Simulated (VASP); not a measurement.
# AlNi (CsCl type) in VASP: settings compared

Aim: see how the results for AlNi (CsCl type) move with the level of theory and the settings. Levels: PBE, HSE06. Tasks: single point.

Program: VASP 6.6.1. These are calculated values, not measurements. Logs are shortened: lines on timing, memory, paths and dates and some standing lists are left out, and cuts for length are marked.

## 1. The cell of the first run

The structure is tetragonal, space group P4mm (No. 99). Conventional cell: a = 2.890 Å, b = 2.890 Å, c = 2.890 Å, α = 90.00°, β = 90.00°, γ = 90.00°. Within 3.3 Å of Ni (site symmetry 4mm) lie 8 Al at 2.49 to 2.51 Å and 6 Ni at 2.89 Å. Al (site symmetry 4mm) has 8 Ni at 2.49 to 2.51 Å and 6 Al at 2.89 Å within 3.3 Å.

## 2. Single point, PBE

Input file INCAR:

```
ALGO     = Normal         # electronic algorithm
EDIFF    = 1E-7           # SCF threshold, eV
ENCUT    = 520            # plane-wave cutoff, eV
GGA      = PE             # functional
ISIF     = 2              # what is computed and relaxed
ISMEAR   = -1             # smearing method
LASPH    = True           # aspherical terms in the spheres
LCHARG   = False          # write CHGCAR
LREAL    = False          # projectors in reciprocal space
LWAVE    = False          # write WAVECAR
NBANDS   = 14             # bands
NELM     = 60             # most SCF steps
PREC     = Accurate       # precision mode
SIGMA    = 0.1            # smearing width, eV
```

Input file KPOINTS:

```
k-points
0
Gamma
  8 8 8
```

Input file POSCAR:

```
AlNi
1.0
    2.8900000000      0.0000000000      0.0000000000
    0.0000000000      2.8900000000      0.0000000000
    0.0000000000      0.0000000000      2.8900000000
Ni Al
1 1
Direct
    0.0069204152      0.0000000000      0.0000000000
    0.5000000000      0.5000000000      0.5000000000
```

Potentials or basis: VASP PAW PBE potentials, release 64 (Ni, Al).

Started as:

```console
cat potpaw_PBE.64/Ni/POTCAR potpaw_PBE.64/Al/POTCAR > POTCAR
mpirun -np 1 vasp_std > vasp.out
```

OUTCAR:

```text
EDIFF = 1E-7
   ENCUT = 520
   GGA = PE
   ISIF = 2
   ISMEAR = -1
   LASPH = True
   LREAL = False
   NELM = 60
   PREC = Accurate

 ion  position               nearest neighbor table
   1  0.007  0.000  0.000-   2 2.49   2 2.49   2 2.49   2 2.49   2 2.51   2 2.51   2 2.51   2 2.51

   2  0.500  0.500  0.500-   1 2.49   1 2.49   1 2.49   1 2.49   1 2.51   1 2.51   1 2.51   1 2.51

  LATTYP: Found a simple cubic cell.
 ALAT       =     2.8900000000

  Lattice vectors:

 A1 = (   2.8900000000,   0.0000000000,   0.0000000000)
 A2 = (   0.0000000000,   2.8900000000,   0.0000000000)
 A3 = (   0.0000000000,   0.0000000000,   2.8900000000)

Analysis of symmetry for initial positions (statically):
=====================================================================
 Subroutine PRICEL returns:
 Original cell was already a primitive cell.

 Routine SETGRP: Setting up the symmetry group for a
 simple cubic supercell.

 Subroutine GETGRP returns: Found  8 space group operations
 (whereof  8 operations were pure point group operations)
 out of a pool of 48 trial point group operations.

The static configuration has the point symmetry C_4v.

Analysis of symmetry for dynamics (positions and initial velocities):
=====================================================================
 Subroutine PRICEL returns:
 Original cell was already a primitive cell.

 Routine SETGRP: Setting up the symmetry group for a
 simple cubic supercell.

 Subroutine GETGRP returns: Found  8 space group operations
 (whereof  8 operations were pure point group operations)
 out of a pool of 48 trial point group operations.

The dynamic configuration has the point symmetry C_4v.

 Subroutine INISYM returns: Found  8 space group operations
 (whereof  8 operations are pure point group operations),
 and found     1 'primitive' translations

----------------------------------------------------------------------------------------

                                     Primitive cell

  volume of cell :      24.1376

  direct lattice vectors                    reciprocal lattice vectors
     2.890000000  0.000000000  0.000000000     0.346020761  0.000000000  0.000000000
     0.000000000  2.890000000  0.000000000     0.000000000  0.346020761  0.000000000
     0.000000000  0.000000000  2.890000000     0.000000000  0.000000000  0.346020761

  length of vectors
     2.890000000  2.890000000  2.890000000     0.346020761  0.346020761  0.346020761

  position of ions in fractional coordinates (direct lattice)
     0.006920415  0.000000000  0.000000000
     0.500000000  0.500000000  0.500000000

  ion indices of the primitive-cell ions
   primitive index   ion index
                 1           1
                 2           2

----------------------------------------------------------------------------------------

 KPOINTS: k-points

Automatic generation of k-mesh.
 Grid dimensions read from file:
 generate k-points for:    8    8    8

 Generating k-lattice:

  Cartesian coordinates                     Fractional coordinates (reciprocal lattice)
     0.043252595  0.000000000  0.000000000     0.125000000  0.000000000  0.000000000
     0.000000000  0.043252595  0.000000000     0.000000000  0.125000000  0.000000000
     0.000000000  0.000000000  0.043252595     0.000000000  0.000000000  0.125000000

  Length of vectors
     0.043252595  0.043252595  0.043252595

  Shift w.r.t. Gamma in fractional coordinates (k-lattice)
     0.000000000  0.000000000  0.000000000

 Subroutine IBZKPT returns following result:
 ===========================================

 Found     75 irreducible k-points:

 Following reciprocal coordinates:
            Coordinates               Weight
  0.000000  0.000000  0.000000      1.000000
  0.125000  0.000000  0.000000      2.000000
  0.000000  0.125000  0.000000      4.000000
  0.250000  0.000000  0.000000      2.000000
  0.000000  0.250000  0.000000      4.000000
  0.375000  0.000000  0.000000      2.000000
[... 16 lines left out ...]
  0.375000  0.250000  0.000000      8.000000
  0.000000  0.375000  0.250000      8.000000
 [... further k-points ...]
   k-points           NKPTS =     75   k-points in BZ     NKDIM =     75   number of bands    NBANDS=     14
   number of dos      NEDOS =    301   number of ions     NIONS =      2
   total plane-waves  NPLWV =  13824
   dimension x,y,z NGX =    24 NGY =   24 NGZ =   24
   dimension x,y,z NGXF=    48 NGYF=   48 NGZF=   48
   ions per type =               1   1
   NGX,Y,Z   is equivalent  to a cutoff of  13.81, 13.81, 13.81 a.u.
   NGXF,Y,Z  is equivalent  to a cutoff of  27.61, 27.61, 27.61 a.u.
 SYSTEM =  unknown system
   PREC   = accura    normal or accurate (medium, high low for compatibility)
   ISTART =      0    job   : 0-new  1-cont  2-samecut
   ICHARG =      2    charge: 1-file 2-atom 10-const
   ISPIN  =      1    spin polarized calculation?
   LNONCOLLINEAR =      F non collinear calculations
   LSORBIT =      F    spin-orbit coupling
   LASPH  =      T    aspherical Exc in radial PAW
   ENCUT  =  520.0 eV  38.22 Ry    6.18 a.u.   5.37  5.37  5.37*2*pi/ulx,y,z
   NELM   =     60;   NELMIN=  2; NELMDL= -5     # of ELM steps
   EDIFF  = 0.1E-06   stopping-criterion for ELM
   LREAL  =      F    real-space projection
   EDIFFG = 0.1E-05   stopping-criterion for IOM
   NSW    =      0    number of steps for IOM
   IBRION =     -1    ionic relax: 0-MD 1-quasi-New 2-CG
   NFREE  =      0    steps in history (QN), initial steepest desc. (CG)
   ISIF   =      2    stress and relaxation
   ISYM   =      2    0-nonsym 1-usesym 2-fastsym
   POTIM  = 0.5000    time-step for ionic-motion
   TEBEG  =    0.0;   TEEND  =   0.0 temperature during run
   PSTRESS=    0.0 pullay stress
   NELECT =      13.0000    total number of electrons
   NUPDOWN=      -1.0000    fix difference up-down
   EMIN   =  10.00;   EMAX   =-10.00  energy-range for DOS
   EFERMI =   0.00;   METHOD = LEGACY
   ISMEAR =    -1;   SIGMA  =   0.10  broadening in eV -4-tet -1-fermi 0-gaus
   EFERMI_NEDOS =   21; number of points for ismear=-14 and -15
   IALGO  =     38    algorithm
   IMIX   =      4    mixing-type and parameters
     AMIX     =   0.40;   BMIX     =  1.00
     AMIX_MAG =   1.60;   BMIX_MAG =  1.00
  volume/ion in A,a.u.               =      12.07        81.44
  Fermi-wavevector in a.u.,A,eV,Ry     =   1.331961  2.517041 24.138362  1.774120
  Thomas-Fermi vector in A             =   2.460932
   LORBIT       =      0    0 simple, 1 ext, 2 COOP (PROOUT), +10 PAW based schemes
   GGA     = PE    functional components
   LHFCALC =     F    Hartree Fock is set to
   AEXX    =    0.0000 exact exchange contribution
   IVDW    =     0    specifies the selected vdW correction
   LEPSILON=     F    determine dielectric tensor
   LRPA    =     F    only Hartree local field effects (RPA)
 non-spin polarized calculation
  energy-cutoff  :      520.00
  volume of cell :       24.14
 maximum number of plane-waves:       672
 NGX is ok and might be reduce to    24
   NGX = 11   NGY = 11   NGZ = 11

 number of electron      13.0000006 magnetization

 Free energy of the ion-electron system (eV)
  ---------------------------------------------------
  ext. energy  EPLUGINS =         0.00000000
  ---------------------------------------------------
  free energy    TOTEN  =       -10.55097702 eV

  energy without entropy =      -10.51682362  energy(sigma->0) =      -10.53390032

 E-fermi :   9.8466     XC(G=0): -12.0035

 val. band max:        9.7199160986   @ k =   0.1250   0.3750   0.3750
 cond. band min:       9.8630361945   @ k =   0.2500   0.1250   0.3750
 fundamental gap:      0.1431200958
 Fermi energy:         9.8466348907

 k-point     1 :       0.0000    0.0000    0.0000
  band No.  band energies     occupation
      1      -1.1663      2.00000
      2       6.7141      2.00000
      3       6.7145      2.00000
      4       8.3718      2.00000
      5       8.3722      2.00000
      6       8.3722      2.00000
      7      15.3639      0.00000
      8      15.3639      0.00000
      9      15.3642      0.00000
     10      17.9972      0.00000
     11      17.9973      0.00000
     12      23.4752      0.00000
     13      30.7188      0.00000
     14      30.7220      0.00000

 k-point     2 :       0.1250    0.0000    0.0000
  band No.  band energies     occupation
      1      -0.8811      2.00000
      2       6.6802      2.00000
      3       6.7788      2.00000
      4       8.2554      2.00000
      5       8.2554      2.00000
      6       8.3844      2.00000
      7      13.2005      0.00000
      8      15.7356      0.00000
      9      15.7356      0.00000
     10      18.0169      0.00000
     11      19.8279      0.00000
     12      24.5318      0.00000
     13      28.3586      0.00000
     14      28.3586      0.00000

 k-point     3 :       0.0000    0.1250    0.0000
  band No.  band energies     occupation
      1      -0.8810      2.00000
      2       6.6799      2.00000
      3       6.7791      2.00000
      4       8.2549      2.00000
      5       8.2554      2.00000
      6       8.3848      2.00000
      7      13.2000      0.00000
      8      15.7356      0.00000
      9      15.7364      0.00000
     10      18.0169      0.00000
     11      19.8268      0.00000
     12      24.5323      0.00000
     13      28.3598      0.00000
     14      28.3598      0.00000
[... 324 lines left out ...]
 k-point    23 :       0.3750    0.2500    0.0000
  band No.  band energies     occupation
      1       2.3201      2.00000
      2       5.6340      2.00000
      3       7.0858      2.00000
      4       7.5769      2.00000
      5       7.8455      2.00000
      6       8.1203      2.00000
      7       9.6714      1.70443
      8      13.1512      0.00000
      9      16.6892      0.00000
     10      19.5175      0.00000
     11      21.6256      0.00000
     12      23.5355      0.00000
     13      25.9360      0.00000
     14      27.0563      0.00000

 k-point    24 :       0.0000    0.3750    0.2500
  band No.  band energies     occupation
      1       2.3202      2.00000
      2       5.6341      2.00000
      3       7.0858      2.00000
      4       7.5760      2.00000
      5       7.8460      2.00000
      6       8.1209      2.00000
      7       9.6712      1.70496
      8      13.1512      0.00000
      9      16.6895      0.00000
     10      19.5180      0.00000
     11      21.6241      0.00000
     12      23.5370      0.00000
     13      25.9328      0.00000
     14      27.0587      0.00000

 [... further k-points ...]

------------------------ aborting loop because EDIFF is reached ----------------------------------------

  FORCE on cell =-STRESS in cart. coord.  units (eV):
  Direction    XX          YY          ZZ          XY          YZ          ZX
  --------------------------------------------------------------------------------------
  -------------------------------------------------------------------------------------
  Total        0.1068193      0.1097171      0.1097171      0.0000000      0.0000000      0.0000000
  in kB        7.0903352      7.2826856      7.2826856      0.0000000      0.0000000      0.0000000
  external PRESSURE =       7.2185688 kB  Pullay stress =       0.0000000 kB

 VOLUME and BASIS-vectors are now :
 -----------------------------------------------------------------------------
  energy-cutoff  :      520.00
  volume of cell :       24.14
      direct lattice vectors                 reciprocal lattice vectors
     2.890000000  0.000000000  0.000000000     0.346020761  0.000000000  0.000000000
     0.000000000  2.890000000  0.000000000     0.000000000  0.346020761  0.000000000
     0.000000000  0.000000000  2.890000000     0.000000000  0.000000000  0.346020761

 POSITION                                       TOTAL-FORCE (eV/Angst)
 -----------------------------------------------------------------------------------
      0.02000      0.00000      0.00000        -0.116176      0.000000     -0.000000
      1.44500      1.44500      1.44500         0.116176     -0.000000      0.000000
 -----------------------------------------------------------------------------------
    total drift:                               -0.000226      0.000000      0.000007

  FREE ENERGIE OF THE ION-ELECTRON SYSTEM (eV)
  ---------------------------------------------------
  free  energy   TOTEN  =       -10.5509770199 eV

  energy  without entropy=      -10.5168236190  energy(sigma->0) =      -10.53390032
```

Run time: 16 s. Hardware: 1 thread of Intel Xeon 6975P-C, shared host; peak memory 0.15 GiB.

What came out:

```yaml
Free_energy: -10.5510 eV
Pressure: 0.7 GPa
Largest_force: 0.116 eV/Å
```

Forces in eV/Å, atoms in the order of the input:
```
Ni  -0.116  0.000  0.000
Al   0.116  0.000  0.000
```

Spin polarisation is off, so any magnetic state and its effect on volume and gap are missing.

## 3. Single point, PBE

Input file INCAR:

```
SYSTEM = AlNi
ALGO     = Normal         ! electronic algorithm
EDIFF    = 1E-6           ! SCF threshold, eV
ENCUT    = 520            ! plane-wave cutoff, eV
GGA      = PE             ! functional
ISIF     = 2              ! what is computed and relaxed
ISMEAR   = -1             ! smearing method
LASPH    = .TRUE.         ! aspherical terms in the spheres
LCHARG   = .TRUE.         ! write CHGCAR
LELF     = .TRUE.         ! ELF
LREAL    = .FALSE.        ! projectors in reciprocal space
LVHAR    = .TRUE.       
LWAVE    = .FALSE.        ! write WAVECAR
NBANDS   = 14             ! bands
NELM     = 80             ! most SCF steps
PREC     = Accurate       ! precision mode
SIGMA    = 0.1            ! smearing width, eV
```

Input file KPOINTS:

```
k-points
0
G
  8 8 8
  0 0 0
```

POSCAR is that of step 2.

Potentials or basis: VASP PAW PBE potentials, release 64 (Ni, Al).

Started as:

```console
cat potpaw_PBE.64/Ni/POTCAR potpaw_PBE.64/Al/POTCAR > POTCAR
mpirun -np 1 vasp_std > vasp.out
```

Run time: 16 s. Hardware: 1 thread of Intel Xeon 6975P-C, shared host; peak memory 0.15 GiB.

Results (log left out):

* Free energy: -10.5510 eV
* Pressure: 0.7 GPa
* Largest force: 0.116 eV/Å

Forces on the atoms (eV/Å):
```
Ni  -0.116  0.000  0.000
Al   0.116  0.000  0.000
```

Levels at points of the mesh, in eV from the Fermi level:
| k point | band 4 | band 5 | band 6 | band 7 | band 8 | band 9 | band 10 | band 11 |
| --- | --- | --- | --- | --- | --- | --- | --- | --- |
| (0.00, 0.00, 0.00) | -1.47 | -1.47 | -1.47 | 5.52 | 5.52 | 5.52 | 8.15 | 8.15 |
| (0.50, 0.00, 0.00) | -2.17 | -2.17 | -1.39 | -0.59 | 8.33 | 10.03 | 10.03 | 10.85 |
| (0.00, 0.50, 0.00) | -2.17 | -2.17 | -1.39 | -0.59 | 8.33 | 10.03 | 10.03 | 10.85 |
| (0.50, 0.50, 0.00) | -2.80 | -2.00 | -2.00 | -0.95 | 1.52 | 2.48 | 12.23 | 15.11 |
| (0.00, 0.50, 0.50) | -2.80 | -2.00 | -2.00 | -0.95 | 1.52 | 2.48 | 12.23 | 15.07 |
| (0.50, 0.50, 0.50) | -0.93 | -0.93 | 2.07 | 2.07 | 2.07 | 3.66 | 4.46 | 4.46 |

Spin polarisation is off, so any magnetic state and its effect on volume and gap are missing.

## 4. Single point, HSE06

This run uses another cell than the first one, of 11.10 Å³/atom, 0.920 times its volume.

Input file POSCAR:

```
AlNi
1.0
    2.8107817078      0.0000000000      0.0000000000
    0.0000000000      2.8107817078      0.0000000000
    0.0000000000      0.0000000000      2.8107817078
Ni Al
1 1
Direct
    0.0000000000      0.0000000000      0.0000000000
    0.5000000000      0.5000000000      0.5000000000
```

Input file INCAR.step1:

```
PREC     = Accurate       # precision mode
ENCUT    = 520            # plane-wave cutoff, eV
EDIFF    = 1E-5           # SCF threshold, eV
ISMEAR   = -1             # smearing method
SIGMA    = 0.1            # smearing width, eV
LREAL    = False          # projectors in reciprocal space
LASPH    = True           # aspherical terms in the spheres
NELM     = 100            # most SCF steps
ALGO     = Normal         # electronic algorithm
ISIF     = 2              # what is computed and relaxed
LWAVE    = True           # write WAVECAR
LCHARG   = False          # write CHGCAR
NBANDS   = 14             # bands
GGA      = PE             # functional
```

Input file INCAR.step2:

```
PREC     = Accurate       # precision mode
ENCUT    = 520            # plane-wave cutoff, eV
EDIFF    = 1E-7           # SCF threshold, eV
ISMEAR   = -1             # smearing method
SIGMA    = 0.1            # smearing width, eV
LREAL    = False          # projectors in reciprocal space
LASPH    = True           # aspherical terms in the spheres
NELM     = 100            # most SCF steps
ALGO     = Normal         # electronic algorithm
ISIF     = 2              # what is computed and relaxed
LWAVE    = False          # write WAVECAR
LCHARG   = False          # write CHGCAR
GGA      = PE             # functional
LHFCALC  = True           # exact exchange
HFSCREEN = 0.2079         # screening, 1/A
PRECFOCK = Normal       
NBANDS   = 14             # bands
ISTART   = 1
```

Input file KPOINTS:

```
Automatic mesh
0
Gamma
  4 4 4
```

Started as:

```console
cat potpaw_PBE.64/Ni/POTCAR potpaw_PBE.64/Al/POTCAR > POTCAR
cp INCAR.step1 INCAR
mpirun -np 1 vasp_std > vasp.out
cp INCAR.step2 INCAR
mpirun -np 1 vasp_std > vasp.out
```

Run time: 3 min. Hardware: 1 thread of Intel Xeon 6975P-C, shared host; peak memory 0.24 GiB.

Results (log left out):

| Item | Value |
| --- | --- |
| Free energy | -11.9904 eV |
| Pressure | 10.0 GPa |

Levels at points of the mesh, in eV from the Fermi level:
```csv
k point,band 2,band 3,band 4,band 5,band 6,band 7,band 8,band 9,band 10,band 11
"(0.00, 0.00, 0.00)",-4.14,-4.14,-2.08,-2.08,-2.08,7.12,7.12,7.12,9.88,9.88
"(0.50, 0.00, 0.00)",-7.63,-3.57,-2.95,-2.95,-1.98,-0.63,9.69,12.04,12.04,13.29
"(0.50, 0.50, 0.00)",-4.10,-3.03,-3.03,-2.75,-2.75,-1.34,2.71,3.80,14.69,17.62
"(0.50, 0.50, 0.50)",-5.11,-5.11,-1.28,-1.28,2.82,2.82,2.82,5.50,5.89,5.89
```

Caveat: the k points lie up to 0.56 Å⁻¹ apart; the PAW data sets were made with another functional, which shifts forces and pressure a little.
